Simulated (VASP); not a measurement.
# NbC (Fm-3m) in VASP: settings compared

Aim: see how the results for NbC move with the level of theory and the settings. Levels: PBE, PBE+D4. Tasks: single point.

Program: VASP 6.6.1. These are calculated values, not measurements. Logs are shortened: lines on timing, memory, paths and dates and some standing lists are left out, and cuts for length are marked.

## 1. The cell of the first run

Symmetry: Fm-3m, No. 225, cubic system. The conventional cell has a = 4.400 Å, b = 4.400 Å, c = 4.400 Å, α = 90.00°, β = 90.00°, γ = 90.00°. Within 2.9 Å of Nb (site symmetry m-3m) lie 6 C at 2.20 Å. C (site symmetry m-3m) has 6 Nb at 2.20 Å within 2.9 Å.

## 2. Single point, PBE

File INCAR:

```
SYSTEM = NbC
ALGO = Normal
EDIFF = 1E-6
ENCUT = 600
GGA = PE
GGA_COMPAT = .FALSE.
ISIF = 2
ISMEAR = 0
LASPH = .TRUE.
LCHARG = .TRUE.
LELF = .TRUE.
LREAL = .FALSE.
LVHAR = .TRUE.
LWAVE = .FALSE.
NBANDS = 16
NELM = 120
PREC = Accurate
SIGMA = 0.05
```

File KPOINTS:

```
k-points
0
G
  10 10 10
  0 0 0
```

File POSCAR:

```
NbC
1.0
    0.0000000000      2.2000000000      2.2000000000
    2.2000000000      0.0000000000      2.2000000000
    2.2000000000      2.2000000000      0.0000000000
Nb C
1 1
Direct
    0.0000000000      0.0000000000      0.0000000000
    0.5000000000      0.5000000000      0.5000000000
```

Potentials or basis: VASP PAW PBE potentials, release 64 (Nb_sv, C).

The run is started by

```
$ cat potpaw_PBE.64/Nb_sv/POTCAR potpaw_PBE.64/C/POTCAR > POTCAR
$ mpirun -np 1 vasp_std > vasp.out
```

OUTCAR:

```text
SYSTEM = NbC
   EDIFF = 1E-6
   ENCUT = 600
   GGA = PE
   ISIF = 2
   ISMEAR = 0
   LASPH = .TRUE.
   LREAL = .FALSE.
   NELM = 120
   PREC = Accurate

 ion  position               nearest neighbor table
   1  0.000  0.000  0.000-   2 2.20   2 2.20   2 2.20   2 2.20   2 2.20   2 2.20
   2  0.500  0.500  0.500-   1 2.20   1 2.20   1 2.20   1 2.20   1 2.20   1 2.20

  LATTYP: Found a face centered cubic cell.
 ALAT       =     4.4000000000

  Lattice vectors:

 A1 = (   0.0000000000,   2.2000000000,   2.2000000000)
 A2 = (   2.2000000000,   0.0000000000,   2.2000000000)
 A3 = (   2.2000000000,   2.2000000000,   0.0000000000)

Analysis of symmetry for initial positions (statically):
=====================================================================
 Subroutine PRICEL returns:
 Original cell was already a primitive cell.

 Routine SETGRP: Setting up the symmetry group for a
 face centered cubic supercell.

 Subroutine GETGRP returns: Found 48 space group operations
 (whereof 48 operations were pure point group operations)
 out of a pool of 48 trial point group operations.

The static configuration has the point symmetry O_h .

Analysis of symmetry for dynamics (positions and initial velocities):
=====================================================================
 Subroutine PRICEL returns:
 Original cell was already a primitive cell.

 Routine SETGRP: Setting up the symmetry group for a
 face centered cubic supercell.

 Subroutine GETGRP returns: Found 48 space group operations
 (whereof 48 operations were pure point group operations)
 out of a pool of 48 trial point group operations.

The dynamic configuration has the point symmetry O_h .

 Subroutine INISYM returns: Found 48 space group operations
 (whereof 48 operations are pure point group operations),
 and found     1 'primitive' translations

----------------------------------------------------------------------------------------

                                     Primitive cell

  volume of cell :      21.2960

  direct lattice vectors                    reciprocal lattice vectors
     0.000000000  2.200000000  2.200000000    -0.227272727  0.227272727  0.227272727
     2.200000000  0.000000000  2.200000000     0.227272727 -0.227272727  0.227272727
     2.200000000  2.200000000  0.000000000     0.227272727  0.227272727 -0.227272727

  length of vectors
     3.111269837  3.111269837  3.111269837     0.393647911  0.393647911  0.393647911

  position of ions in fractional coordinates (direct lattice)
     0.000000000  0.000000000  0.000000000
     0.500000000  0.500000000  0.500000000

  ion indices of the primitive-cell ions
   primitive index   ion index
                 1           1
                 2           2

----------------------------------------------------------------------------------------

 KPOINTS: k-points

Automatic generation of k-mesh.
 Grid dimensions read from file:
 generate k-points for:   10   10   10

 Generating k-lattice:

  Cartesian coordinates                     Fractional coordinates (reciprocal lattice)
    -0.022727273  0.022727273  0.022727273     0.100000000  0.000000000  0.000000000
     0.022727273 -0.022727273  0.022727273     0.000000000  0.100000000  0.000000000
     0.022727273  0.022727273 -0.022727273     0.000000000  0.000000000  0.100000000

  Length of vectors
     0.039364791  0.039364791  0.039364791

  Shift w.r.t. Gamma in fractional coordinates (k-lattice)
     0.000000000  0.000000000  0.000000000

 Subroutine IBZKPT returns following result:
 ===========================================

 Found     47 irreducible k-points:

 Following reciprocal coordinates:
            Coordinates               Weight
  0.000000  0.000000  0.000000      1.000000
  0.100000  0.000000  0.000000      8.000000
  0.200000  0.000000  0.000000      8.000000
  0.300000  0.000000  0.000000      8.000000
  0.400000  0.000000  0.000000      8.000000
  0.500000  0.000000  0.000000      4.000000
[... 16 lines left out ...]
  0.300000  0.300000  0.000000      6.000000
  0.400000  0.300000  0.000000     24.000000
 [... further k-points ...]
   k-points           NKPTS =     47   k-points in BZ     NKDIM =     47   number of bands    NBANDS=     16
   number of dos      NEDOS =    301   number of ions     NIONS =      2
   total plane-waves  NPLWV =  21952
   dimension x,y,z NGX =    28 NGY =   28 NGZ =   28
   dimension x,y,z NGXF=    56 NGYF=   56 NGZF=   56
   ions per type =               1   1
   NGX,Y,Z   is equivalent  to a cutoff of  14.96, 14.96, 14.96 a.u.
   NGXF,Y,Z  is equivalent  to a cutoff of  29.92, 29.92, 29.92 a.u.
 SYSTEM =  NbC
   PREC   = accura    normal or accurate (medium, high low for compatibility)
   ISTART =      0    job   : 0-new  1-cont  2-samecut
   ICHARG =      2    charge: 1-file 2-atom 10-const
   ISPIN  =      1    spin polarized calculation?
   LNONCOLLINEAR =      F non collinear calculations
   LSORBIT =      F    spin-orbit coupling
   LASPH  =      T    aspherical Exc in radial PAW
   ENCUT  =  600.0 eV  44.10 Ry    6.64 a.u.   6.21  6.21  6.21*2*pi/ulx,y,z
   NELM   =    120;   NELMIN=  2; NELMDL= -5     # of ELM steps
   EDIFF  = 0.1E-05   stopping-criterion for ELM
   LREAL  =      F    real-space projection
   EDIFFG = 0.1E-04   stopping-criterion for IOM
   NSW    =      0    number of steps for IOM
   IBRION =     -1    ionic relax: 0-MD 1-quasi-New 2-CG
   NFREE  =      0    steps in history (QN), initial steepest desc. (CG)
   ISIF   =      2    stress and relaxation
   ISYM   =      2    0-nonsym 1-usesym 2-fastsym
   POTIM  = 0.5000    time-step for ionic-motion
   TEBEG  =    0.0;   TEEND  =   0.0 temperature during run
   PSTRESS=    0.0 pullay stress
   NELECT =      17.0000    total number of electrons
   NUPDOWN=      -1.0000    fix difference up-down
   EMIN   =  10.00;   EMAX   =-10.00  energy-range for DOS
   EFERMI =   0.00;   METHOD = LEGACY
   ISMEAR =     0;   SIGMA  =   0.05  broadening in eV -4-tet -1-fermi 0-gaus
   EFERMI_NEDOS =   21; number of points for ismear=-14 and -15
   IALGO  =     38    algorithm
   IMIX   =      4    mixing-type and parameters
     AMIX     =   0.40;   BMIX     =  1.00
     AMIX_MAG =   1.60;   BMIX_MAG =  1.00
  volume/ion in A,a.u.               =      10.65        71.86
  Fermi-wavevector in a.u.,A,eV,Ry     =   1.518653  2.869837 31.379197  2.306306
  Thomas-Fermi vector in A             =   2.627744
   LORBIT       =      0    0 simple, 1 ext, 2 COOP (PROOUT), +10 PAW based schemes
   GGA     = PE    functional components
   LHFCALC =     F    Hartree Fock is set to
   AEXX    =    0.0000 exact exchange contribution
   IVDW    =     0    specifies the selected vdW correction
   LEPSILON=     F    determine dielectric tensor
   LRPA    =     F    only Hartree local field effects (RPA)
 non-spin polarized calculation
 Gauss-broadening in eV      SIGMA  =   0.05
  energy-cutoff  :      600.00
  volume of cell :       21.30
 maximum number of plane-waves:       728
 NGX is ok and might be reduce to    28
   NGX = 13   NGY = 13   NGZ = 13

 number of electron      17.0000000 magnetization

 Free energy of the ion-electron system (eV)
  ---------------------------------------------------
  ext. energy  EPLUGINS =         0.00000000
  ---------------------------------------------------
  free energy    TOTEN  =       -20.48833150 eV

  energy without entropy =      -20.48762832  energy(sigma->0) =      -20.48797991

 E-fermi :  13.1496     XC(G=0): -13.3387

 val. band max:       13.1088658754   @ k =  -0.4000   0.4000   0.1000
 cond. band min:      13.3860831700   @ k =  -0.2000   0.2000   0.0000
 fundamental gap:      0.2772172946
 Fermi energy:        13.1496484720

 k-point     1 :       0.0000    0.0000    0.0000
  band No.  band energies     occupation
      1     -42.4067      2.00000
      2     -18.0727      2.00000
      3     -18.0727      2.00000
      4     -18.0727      2.00000
      5      -0.4159      2.00000
      6      11.8873      2.00000
[... 8 lines left out ...]
     15      23.2777      0.00000
     16      36.3308      0.00000

 k-point     2 :       0.1000    0.0000    0.0000
  band No.  band energies     occupation
      1     -42.3942      2.00000
      2     -18.1744      2.00000
      3     -18.0818      2.00000
      4     -18.0818      2.00000
      5      -0.1453      2.00000
      6      10.8783      2.00000
[... 8 lines left out ...]
     15      23.9214      0.00000
     16      34.5312      0.00000

 k-point     3 :       0.2000    0.0000    0.0000
  band No.  band energies     occupation
      1     -42.3614      2.00000
      2     -18.4337      2.00000
      3     -18.1058      2.00000
      4     -18.1058      2.00000
      5       0.6007      2.00000
      6       9.2611      2.00000
[... 8 lines left out ...]
     15      25.4191      0.00000
     16      32.3560      0.00000

 k-point     4 :       0.3000    0.0000    0.0000
  band No.  band energies     occupation
      1     -42.3206      2.00000
      2     -18.7405      2.00000
      3     -18.1351      2.00000
      4     -18.1351      2.00000
      5       1.6584      2.00000
      6       7.6462      2.00000
[... 8 lines left out ...]
     15      26.9516      0.00000
     16      29.5386      0.00000
[... 324 lines left out ...]
 k-point    22 :      -0.2000    0.2000    0.0000
  band No.  band energies     occupation
      1     -42.3064      2.00000
      2     -18.6839      2.00000
      3     -18.3336      2.00000
      4     -18.1235      2.00000
      5       1.8036      2.00000
      6       7.4025      2.00000
[... 8 lines left out ...]
     15      26.5076      0.00000
     16      28.4562      0.00000

 k-point    23 :       0.3000    0.3000    0.0000
  band No.  band energies     occupation
      1     -42.2920      2.00000
      2     -18.6686      2.00000
      3     -18.2948      2.00000
      4     -18.2948      2.00000
      5       1.2275      2.00000
      6       7.6909      2.00000
[... 8 lines left out ...]
     15      28.3199      0.00000
     16      28.9256      0.00000

 k-point    24 :       0.4000    0.3000    0.0000
  band No.  band energies     occupation
      1     -42.2656      2.00000
      2     -18.7920      2.00000
      3     -18.3606      2.00000
      4     -18.3298      2.00000
      5       1.3428      2.00000
      6       7.9496      2.00000
[... 8 lines left out ...]
     15      26.5113      0.00000
     16      29.2193      0.00000

 [... further k-points ...]
[... 5 lines left out ...]
  --------------------------------------------------------------------------------------
  -------------------------------------------------------------------------------------
  Total        2.4822532      2.4822532      2.4822532      0.0000000      0.0000000      0.0000000
  in kB      186.7491489    186.7491489    186.7491489      0.0000000      0.0000000      0.0000000
  external PRESSURE =     186.7491489 kB  Pullay stress =       0.0000000 kB

 VOLUME and BASIS-vectors are now :
 -----------------------------------------------------------------------------
  energy-cutoff  :      600.00
  volume of cell :       21.30
      direct lattice vectors                 reciprocal lattice vectors
     0.000000000  2.200000000  2.200000000    -0.227272727  0.227272727  0.227272727
     2.200000000  0.000000000  2.200000000     0.227272727 -0.227272727  0.227272727
     2.200000000  2.200000000  0.000000000     0.227272727  0.227272727 -0.227272727

 POSITION                                       TOTAL-FORCE (eV/Angst)
 -----------------------------------------------------------------------------------
      0.00000      0.00000      0.00000         0.000000     -0.000000     -0.000000
      2.20000      2.20000      2.20000        -0.000000      0.000000      0.000000
 -----------------------------------------------------------------------------------
    total drift:                               -0.000000      0.000000      0.000000

  FREE ENERGIE OF THE ION-ELECTRON SYSTEM (eV)
  ---------------------------------------------------
  free  energy   TOTEN  =       -20.4883315035 eV

  energy  without entropy=      -20.4876283180  energy(sigma->0) =      -20.48797991
```

Run time: 18 s. Hardware: 1 thread of Intel Xeon 6975P-C (Granite Rapids), shared host; peak memory 0.17 GiB.

Results:

```
Free energy : -20.4883 eV
Pressure    : 18.7 GPa
```

(Part 1 of 2 ends here.)
